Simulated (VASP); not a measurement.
NdScSb2: single point with PBE

NdScSb2:

```
CELL_PARAMETERS angstrom
4.31492 0.00000 0.00000
-2.15746 3.73683 0.00000
0.00000 0.00000 7.38869
ATOMIC_POSITIONS crystal
Nd 0.00000 0.00000 0.00000
Sc 0.00000 0.00000 0.50000
Sb 0.33333 0.66667 0.27356
Sb 0.66667 0.33333 0.72644
```

The cell was built from a structure type or drawn by symmetry, and may not be a known phase.

```json
{"Program": "VASP 6.6.1", "Task": "single point", "Functional": "PBE", "Potentials or basis": "VASP PAW PBE potentials, release 64 (Nd_3, Sc_sv, Sb), 4f in core", "Cutoff": "500 eV", "k mesh": "12 × 12 × 6", "Occupations": "gaussian, width 0.1 eV", "Spin": "no spin polarisation"}
```

```json
{"Pressure": "0.3 GPa", "Largest force": "0.025 eV/Å", "Band gap on the k mesh": "zero (bands 16 and 17 overlap by 1.29 eV)"}
```

Forces on the atoms (eV/Å):
```
Nd   0.000  0.000  0.000
Sc   0.000  0.000  0.000
Sb   0.000  0.000  0.025
Sb   0.000  0.000 -0.025
```

Stress tensor (GPa, compression positive):
```
0.23 0.00 0.00
0.00 0.23 0.00
0.00 0.00 0.32
```

Levels at points of the mesh, in eV from the Fermi level:
```csv
k point,band 12,band 13,band 14,band 15,band 16,band 17,band 18,band 19,band 20,band 21
"(0.00, 0.00, 0.00)",-1.48,-1.48,-0.18,0.71,1.01,1.01,1.06,1.06,1.19,1.19
"(0.50, 0.00, 0.00)",-2.28,-2.18,-1.57,-1.36,-0.51,-0.28,1.34,1.90,2.02,2.30
"(0.00, 0.00, 0.50)",-2.22,-0.87,-0.87,-0.68,-0.68,1.37,1.37,1.49,1.80,1.84
"(0.50, 0.00, 0.50)",-3.33,-1.81,-1.33,-1.09,-0.92,0.41,0.90,1.97,2.06,3.33
```

Wall time 120 s on 1 thread of Intel(R) Xeon(R) 6975P-C (Granite Rapids), with other jobs on the host, peak memory 0.43 GiB.

Caveat: spin-orbit coupling is left out, which moves the levels of the heavy elements; the 4f electrons are frozen in the core, so they carry no moment and show no levels. Spin polarisation is off, so any magnetic state and its effect on volume and gap are missing.
